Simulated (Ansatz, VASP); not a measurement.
## Si in VASP and in Ansatz

```
CELL_PARAMETERS angstrom
0.00000 2.73483 2.73483
2.73483 0.00000 2.73483
2.73483 2.73483 0.00000
ATOMIC_POSITIONS crystal
Si 0.00000 0.00000 0.00000
Si 0.25000 0.25000 0.25000
```

Alike in both runs: functional PBE; k mesh 10 × 10 × 10; occupations gaussian, width 0.02 eV; no spin polarisation.

Ansatz relaxed the structure, and its values are those at the end. VASP's run is a single point on that final structure, the one shown.

```csv
,VASP,Ansatz
version,VASP 6.6.1,Ansatz 0.2.0
potentials or method,"VASP PAW PBE potentials, release 64 (Si), cutoff 500 eV","scalar-relativistic, plane waves, PAW"
valence electrons in the cell,8,8
```

```csv
,VASP,Ansatz,Ansatz less VASP
gap on the k mesh at the Fermi level (eV),0.62,0.62,-0.001
least direct gap on the mesh (eV),2.56,2.55,-0.005
pressure (GPa),0.0,0.0,+0.06
```
